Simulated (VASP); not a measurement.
## W: single point with PBE

The system is W.

```
CELL_PARAMETERS angstrom
-1.59217 1.59217 1.59217
1.59217 -1.59217 1.59217
1.59217 1.59217 -1.59217
ATOMIC_POSITIONS crystal
W 0.00000 0.00000 0.00000
```

```json
{
  "Program": "VASP 6.6.1",
  "Task": "single point",
  "Functional": "PBE",
  "Potentials or basis": "VASP PAW PBE potentials, release 64 (W_sv)",
  "Cutoff": "520 eV",
  "k mesh": "14 × 14 × 14",
  "Occupations": "fermi-dirac, width 0.2 eV",
  "Spin": "no spin polarisation",
  "Dipole correction": "no",
  "Further INCAR settings": "ALGO = Normal; EDIFF = 1e-06; NBANDS = 13"
}
```

The pressure is 0.5 GPa. The band gap on the k mesh is zero (band 7 reaches 16.22 eV, above the bottom of band 8 at 9.98 eV).

Levels at points of the mesh, in eV from the Fermi level:
| k point | band 4 | band 5 | band 6 | band 7 | band 8 | band 9 | band 10 | band 11 |
| --- | --- | --- | --- | --- | --- | --- | --- | --- |
| (0.00, 0.00, 0.00) | -37.79 | -9.53 | -1.19 | -1.19 | -1.19 | 2.22 | 2.22 | 14.48 |
| (0.50, 0.00, 0.00) | -37.79 | -6.16 | -3.48 | 0.62 | 2.11 | 3.06 | 5.99 | 10.79 |
| (0.50, 0.50, 0.50) | -38.64 | -5.69 | -5.69 | 5.04 | 5.04 | 5.04 | 8.10 | 8.10 |

Wall time 17 s on 1 thread of Intel(R) Xeon(R) Platinum 8259CL CPU @ 2.50GHz (Skylake/Cascade Lake), with other jobs on the host, peak memory 0.15 GiB.

Caveat: spin-orbit coupling is left out, which moves the levels of the heavy elements.
